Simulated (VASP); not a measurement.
# Ga2O3 (C2/m) in VASP: single point with r2SCAN

Aim: the single point of Ga2O3 with r2SCAN.

Everything below comes from runs of VASP 6.6.1. Logs are shortened: lines on timing, memory, paths and dates and some standing lists are left out, and cuts for length are marked.

## (1) The cell of the first run

Symmetry: C2/m, No. 12, monoclinic system. Conventional cell: a = 12.254 Å, b = 3.039 Å, c = 5.809 Å, α = 90.00°, β = 103.80°, γ = 90.00°. Within 2.6 Å of Ga (site symmetry m) lie 6 O at 1.94 to 2.08 Å. Ga (site symmetry m) has 4 O at 1.83 to 1.87 Å within 2.4 Å. Within 2.4 Å of O (site symmetry m) lie 3 Ga at 1.84 to 1.94 Å. O (site symmetry m) has 4 Ga at 1.87 to 2.08 Å within 2.5 Å. Within 2.4 Å of O (site symmetry m) lie 3 Ga at 1.83 to 1.94 Å.

## (2) Single point, r2SCAN

The input, POSCAR:

```
Ga2O3
1.0
    6.1269871015     -1.5194411327     -0.0026636251
    6.1269871015      1.5194411327     -0.0026636251
   -1.3835952785      0.0000000000      5.6416966612
Ga O
4 6
Direct
    0.3413018855      0.3413018855      0.6854394845
    0.6586981145      0.6586981145      0.3145605155
    0.9094235342      0.9094235342      0.2050902151
    0.0905764658      0.0905764658      0.7949097849
    0.5037417990      0.5037417990      0.7438394683
    0.4962582010      0.4962582010      0.2561605317
    0.8266776180      0.8266776180      0.4365156228
    0.1733223820      0.1733223820      0.5634843772
    0.1642646253      0.1642646253      0.1092086697
    0.8357353747      0.8357353747      0.8907913303
```

The input, INCAR.step1:

```
SYSTEM = Ga2O3
PREC     = Accurate       ! precision mode
ENCUT    = 520            ! plane-wave cutoff, eV
ISMEAR   = 0              ! smearing method
SIGMA    = 0.02           ! smearing width, eV
LREAL    = .FALSE.        ! projectors in reciprocal space
LASPH    = .TRUE.         ! aspherical terms in the spheres
NELM     = 80             ! most SCF steps
NBANDS   = 55             ! bands
GGA      = PE             ! functional
ALGO     = Normal         ! electronic algorithm
EDIFF    = 1E-4           ! SCF threshold, eV
LWAVE    = .TRUE.         ! write WAVECAR
LCHARG   = .FALSE.        ! write CHGCAR
```

The input, INCAR.step2:

```
SYSTEM = Ga2O3
PREC     = Accurate       ! precision mode
ENCUT    = 520            ! plane-wave cutoff, eV
EDIFF    = 1E-6           ! SCF threshold, eV
ISMEAR   = 0              ! smearing method
SIGMA    = 0.02           ! smearing width, eV
LREAL    = .FALSE.        ! projectors in reciprocal space
LASPH    = .TRUE.         ! aspherical terms in the spheres
NELM     = 80             ! most SCF steps
ALGO     = Normal         ! electronic algorithm
ISIF     = 2              ! what is computed and relaxed
LWAVE    = .FALSE.        ! write WAVECAR
LCHARG   = .FALSE.        ! write CHGCAR
METAGGA  = R2SCAN         ! meta-GGA
LMIXTAU  = .TRUE.       
NBANDS   = 55             ! bands
ISTART   = 1
```

The input, KPOINTS:

```
regular mesh
0
G
  8 8 4
  0 0 0
```

Potentials or basis: VASP PAW PBE potentials, release 64 (Ga_d, O).

Launch:

```sh
> cat potpaw_PBE.64/Ga_d/POTCAR potpaw_PBE.64/O/POTCAR > POTCAR
> cp INCAR.step1 INCAR
> mpirun -np 1 vasp_std > vasp.out
> cp INCAR.step2 INCAR
> mpirun -np 1 vasp_std > vasp.out
```

OUTCAR:

```text
SYSTEM = Ga2O3
   PREC = Accurate
   ENCUT = 520
   EDIFF = 1E-6
   ISMEAR = 0
   LREAL = .FALSE.
   LASPH = .TRUE.
   NELM = 80
   ISIF = 2
   METAGGA = R2SCAN
   ISTART = 1

 ion  position               nearest neighbor table
   1  0.341  0.341  0.685-   5 1.94  10 1.94  10 1.94   8 2.01   7 2.08   7 2.08
   2  0.659  0.659  0.315-   6 1.94   9 1.94   9 1.94   7 2.01   8 2.08   8 2.08
   3  0.909  0.909  0.205-  10 1.83   6 1.84   6 1.84   7 1.87
   4  0.091  0.091  0.795-   9 1.83   5 1.84   5 1.84   8 1.87
   5  0.504  0.504  0.744-   4 1.84   4 1.84   1 1.94
   6  0.496  0.496  0.256-   3 1.84   3 1.84   2 1.94
   7  0.827  0.827  0.437-   3 1.87   2 2.01   1 2.08   1 2.08
   8  0.173  0.173  0.563-   4 1.87   1 2.01   2 2.08   2 2.08
   9  0.164  0.164  0.109-   4 1.83   2 1.94   2 1.94
  10  0.836  0.836  0.891-   3 1.83   1 1.94   1 1.94

  LATTYP: Found a base centered monoclinic cell.
 ALAT       =    12.2539753610
 B/A-ratio  =     0.2479915436
 C/A-ratio  =     0.4740403820
 COS(beta)  =    -0.2386084752

  Lattice vectors:

 A1 = (   6.1269871015,  -1.5194411327,  -0.0026636251)
 A2 = (   6.1269871015,   1.5194411327,  -0.0026636251)
 A3 = (  -1.3835952785,   0.0000000000,   5.6416966612)

Analysis of symmetry for initial positions (statically):
=====================================================================
 Subroutine PRICEL returns:
 Original cell was already a primitive cell.

 Routine SETGRP: Setting up the symmetry group for a
 base centered monoclinic supercell.

 Subroutine GETGRP returns: Found  4 space group operations
 (whereof  4 operations were pure point group operations)
 out of a pool of  4 trial point group operations.

The static configuration has the point symmetry C_2h.

Analysis of symmetry for dynamics (positions and initial velocities):
=====================================================================
 Subroutine PRICEL returns:
 Original cell was already a primitive cell.

 Routine SETGRP: Setting up the symmetry group for a
 base centered monoclinic supercell.

 Subroutine GETGRP returns: Found  4 space group operations
 (whereof  4 operations were pure point group operations)
 out of a pool of  4 trial point group operations.

The dynamic configuration has the point symmetry C_2h.

 Subroutine INISYM returns: Found  4 space group operations
 (whereof  4 operations are pure point group operations),
 and found     1 'primitive' translations

----------------------------------------------------------------------------------------

                                     Primitive cell

  volume of cell :     105.0326

  direct lattice vectors                    reciprocal lattice vectors
     6.126987102 -1.519441133 -0.002663625     0.081614880 -0.329068359  0.020015603
     6.126987102  1.519441133 -0.002663625     0.081614880  0.329068359  0.020015603
    -1.383595279  0.000000000  5.641696661     0.000077066  0.000000000  0.177270543

  length of vectors
     6.312581040  6.312581040  5.808879161     0.339628617  0.339628617  0.177270559

  position of ions in fractional coordinates (direct lattice)
     0.341301886  0.341301886  0.685439485
     0.658698114  0.658698114  0.314560515
     0.909423534  0.909423534  0.205090215
     0.090576466  0.090576466  0.794909785
     0.503741799  0.503741799  0.743839468
     0.496258201  0.496258201  0.256160532
     0.826677618  0.826677618  0.436515623
     0.173322382  0.173322382  0.563484377
     0.164264625  0.164264625  0.109208670
     0.835735375  0.835735375  0.890791330

  ion indices of the primitive-cell ions
   primitive index   ion index
                 1           1
                 2           2
                 3           3
                 4           4
                 5           5
                 6           6
                 7           7
                 8           8
                 9           9
                10          10

----------------------------------------------------------------------------------------

 KPOINTS: regular mesh

Automatic generation of k-mesh.
 Grid dimensions read from file:
 generate k-points for:    8    8    4

 Generating k-lattice:

  Cartesian coordinates                     Fractional coordinates (reciprocal lattice)
     0.010201860 -0.041133545  0.002501950     0.125000000  0.000000000 -0.000000000
     0.010201860  0.041133545  0.002501950     0.000000000  0.125000000 -0.000000000
     0.000019266  0.000000000  0.044317636     0.000000000  0.000000000  0.250000000

  Length of vectors
     0.042453577  0.042453577  0.044317640

  Shift w.r.t. Gamma in fractional coordinates (k-lattice)
     0.000000000  0.000000000  0.000000000

 Subroutine IBZKPT returns following result:
 ===========================================

 Found     78 irreducible k-points:

 Following reciprocal coordinates:
            Coordinates               Weight
  0.000000  0.000000  0.000000      1.000000
  0.125000 -0.000000  0.000000      4.000000
  0.250000 -0.000000  0.000000      4.000000
  0.375000 -0.000000  0.000000      4.000000
  0.500000 -0.000000  0.000000      2.000000
  0.125000  0.125000  0.000000      2.000000
[... 16 lines left out ...]
  0.125000 -0.000000  0.250000      4.000000
  0.250000 -0.000000  0.250000      4.000000
 [... further k-points ...]
   k-points           NKPTS =     78   k-points in BZ     NKDIM =     78   number of bands    NBANDS=     55
   number of dos      NEDOS =    301   number of ions     NIONS =     10
   total plane-waves  NPLWV = 110592
   dimension x,y,z NGX =    48 NGY =   48 NGZ =   48
   dimension x,y,z NGXF=    96 NGYF=   96 NGZF=   96
   ions per type =               4   6
   NGX,Y,Z   is equivalent  to a cutoff of  12.64, 12.64, 13.74 a.u.
   NGXF,Y,Z  is equivalent  to a cutoff of  25.28, 25.28, 27.47 a.u.
 SYSTEM =  Ga2O3
   PREC   = accura    normal or accurate (medium, high low for compatibility)
   ISTART =      1    job   : 0-new  1-cont  2-samecut
   ICHARG =      0    charge: 1-file 2-atom 10-const
   ISPIN  =      1    spin polarized calculation?
   LNONCOLLINEAR =      F non collinear calculations
   LSORBIT =      F    spin-orbit coupling
   LASPH  =      T    aspherical Exc in radial PAW
   ENCUT  =  520.0 eV  38.22 Ry    6.18 a.u.  11.74 11.74 10.80*2*pi/ulx,y,z
   NELM   =     80;   NELMIN=  2; NELMDL=  0     # of ELM steps
   EDIFF  = 0.1E-05   stopping-criterion for ELM
   LREAL  =      F    real-space projection
   EDIFFG = 0.1E-04   stopping-criterion for IOM
   NSW    =      0    number of steps for IOM
   IBRION =     -1    ionic relax: 0-MD 1-quasi-New 2-CG
   NFREE  =      0    steps in history (QN), initial steepest desc. (CG)
   ISIF   =      2    stress and relaxation
   ISYM   =      2    0-nonsym 1-usesym 2-fastsym
   POTIM  = 0.5000    time-step for ionic-motion
   TEBEG  =    0.0;   TEEND  =   0.0 temperature during run
   PSTRESS=    0.0 pullay stress
   NELECT =      88.0000    total number of electrons
   NUPDOWN=      -1.0000    fix difference up-down
   EMIN   =  10.00;   EMAX   =-10.00  energy-range for DOS
   EFERMI =   0.00;   METHOD = LEGACY
   ISMEAR =     0;   SIGMA  =   0.02  broadening in eV -4-tet -1-fermi 0-gaus
   EFERMI_NEDOS =   21; number of points for ismear=-14 and -15
   IALGO  =     38    algorithm
   IMIX   =      4    mixing-type and parameters
     AMIX     =   0.40;   BMIX     =  1.00
     AMIX_MAG =   1.60;   BMIX_MAG =  1.00
  volume/ion in A,a.u.               =      10.50        70.88
  Fermi-wavevector in a.u.,A,eV,Ry     =   1.543338  2.916485 32.407598  2.381891
  Thomas-Fermi vector in A             =   2.649015
   LORBIT       =      0    0 simple, 1 ext, 2 COOP (PROOUT), +10 PAW based schemes
   METAGGA = R2SCAN    functional components
   LHFCALC =     F    Hartree Fock is set to
   AEXX    =    0.0000 exact exchange contribution
   IVDW    =     0    specifies the selected vdW correction
   LEPSILON=     F    determine dielectric tensor
   LRPA    =     F    only Hartree local field effects (RPA)
 non-spin polarized calculation
 Gauss-broadening in eV      SIGMA  =   0.02
  energy-cutoff  :      520.00
  volume of cell :      105.03
 maximum number of plane-waves:      2850
   NGX = 23   NGY = 23   NGZ = 21

 number of electron      88.0000019 magnetization

 Free energy of the ion-electron system (eV)
  ---------------------------------------------------
  ext. energy  EPLUGINS =         0.00000000
  ---------------------------------------------------
  free energy    TOTEN  =      -102.44184679 eV

  energy without entropy =     -102.44184679  energy(sigma->0) =     -102.44184679

 E-fermi :   3.5839     XC(G=0): -12.5144

 val. band max:        3.3992770120   @ k =   0.5000   0.3750   0.5000
 cond. band min:       6.4114440506   @ k =   0.0000   0.0000   0.0000
 fundamental gap:      3.0121670386
 Fermi energy:         3.5839273383

 k-point     1 :       0.0000    0.0000    0.0000
  band No.  band energies     occupation
      1     -16.4250      2.00000
      2     -15.2733      2.00000
      3     -15.2569      2.00000
      4     -15.1317      2.00000
      5     -14.6872      2.00000
      6     -14.6609      2.00000
[... 47 lines left out ...]
     54      16.7160      0.00000
     55      17.0217      0.00000

 k-point     2 :       0.1250   -0.0000    0.0000
  band No.  band energies     occupation
      1     -16.3070      2.00000
      2     -15.2611      2.00000
      3     -15.2270      2.00000
      4     -15.0559      2.00000
      5     -14.6855      2.00000
      6     -14.6584      2.00000
[... 47 lines left out ...]
     54      15.7801      0.00000
     55      15.9330      0.00000

 k-point     3 :       0.2500   -0.0000    0.0000
  band No.  band energies     occupation
      1     -15.9886      2.00000
      2     -15.2182      2.00000
      3     -15.1198      2.00000
      4     -14.9482      2.00000
      5     -14.6743      2.00000
      6     -14.6523      2.00000
[... 1152 lines left out ...]
 k-point    23 :       0.1250   -0.0000    0.2500
  band No.  band energies     occupation
      1     -16.1949      2.00000
      2     -15.4457      2.00000
      3     -15.2489      2.00000
      4     -14.9797      2.00000
      5     -14.7308      2.00000
      6     -14.6241      2.00000
[... 47 lines left out ...]
     54      15.9825      0.00000
     55      16.4259      0.00000

 k-point    24 :       0.2500   -0.0000    0.2500
  band No.  band energies     occupation
      1     -15.8846      2.00000
      2     -15.3217      2.00000
      3     -15.1650      2.00000
      4     -14.9101      2.00000
      5     -14.7128      2.00000
      6     -14.6280      2.00000
[... 47 lines left out ...]
     54      15.0548      0.00000
     55      16.4180      0.00000

 [... further k-points ...]

------------------------ aborting loop because EDIFF is reached ----------------------------------------

  FORCE on cell =-STRESS in cart. coord.  units (eV):
  Direction    XX          YY          ZZ          XY          YZ          ZX
  --------------------------------------------------------------------------------------
  -------------------------------------------------------------------------------------
  Total        1.1271226      1.3422361      1.1517802      0.0000000      0.0000000      0.0327913
  in kB       17.1932295     20.4745914     17.5693587      0.0000000      0.0000000      0.5002022
  external PRESSURE =      18.4123932 kB  Pullay stress =       0.0000000 kB

 VOLUME and BASIS-vectors are now :
 -----------------------------------------------------------------------------
  energy-cutoff  :      520.00
  volume of cell :      105.03
      direct lattice vectors                 reciprocal lattice vectors
     6.126987102 -1.519441133 -0.002663625     0.081614880 -0.329068359  0.020015603
     6.126987102  1.519441133 -0.002663625     0.081614880  0.329068359  0.020015603
    -1.383595279  0.000000000  5.641696661     0.000077066  0.000000000  0.177270543

 POSITION                                       TOTAL-FORCE (eV/Angst)
 -----------------------------------------------------------------------------------
      3.23393      0.00000      3.86522         0.009715      0.000000     -0.045844
      7.63645      0.00000      1.77115        -0.009715      0.000000      0.045844
     10.86029      0.00000      1.15221        -0.018961      0.000000      0.005658
      0.01009      0.00000      4.48416         0.018961      0.000000     -0.005658
      5.14367      0.00000      4.19383        -0.075116      0.000000     -0.029599
      5.72671      0.00000      1.44254         0.075116      0.000000      0.029599
      9.52613      0.00000      2.45828        -0.029585      0.000000      0.051213
      1.34425      0.00000      3.17808         0.029585      0.000000     -0.051213
      1.86179      0.00000      0.61525         0.061446      0.000000      0.038382
      9.00859      0.00000      5.02112        -0.061446      0.000000     -0.038382
 -----------------------------------------------------------------------------------
    total drift:                                0.000000     -0.000000      0.000000

  FREE ENERGIE OF THE ION-ELECTRON SYSTEM (eV)
  ---------------------------------------------------
  free  energy   TOTEN  =      -102.4418467861 eV

  energy  without entropy=     -102.4418467861  energy(sigma->0) =     -102.44184679
```

Run time: 45 min. Hardware: 1 thread of AMD EPYC 9R45 (Zen 5), shared host; peak memory 0.53 GiB.

Results:

- Free energy: -102.4418 eV
- Pressure: 1.8 GPa
- Largest force: 0.081 eV/Å
- Band gap on the k mesh: 3.01 eV (least direct gap 3.04 eV)

Forces on the atoms (eV/Å):
```
Ga   0.010  0.000 -0.046
Ga  -0.010  0.000  0.046
Ga  -0.019  0.000  0.006
Ga   0.019  0.000 -0.006
O   -0.075  0.000 -0.030
O    0.075  0.000  0.030
O   -0.030  0.000  0.051
O    0.030  0.000 -0.051
O    0.061  0.000  0.038
O   -0.061  0.000 -0.038
```

Stress tensor (GPa, compression positive):
```
1.72 0.00 0.05
0.00 2.05 0.00
0.05 0.00 1.76
```

Caveat: the PAW data sets were made with another functional, which shifts forces and pressure a little. A k mesh can miss the band edges.
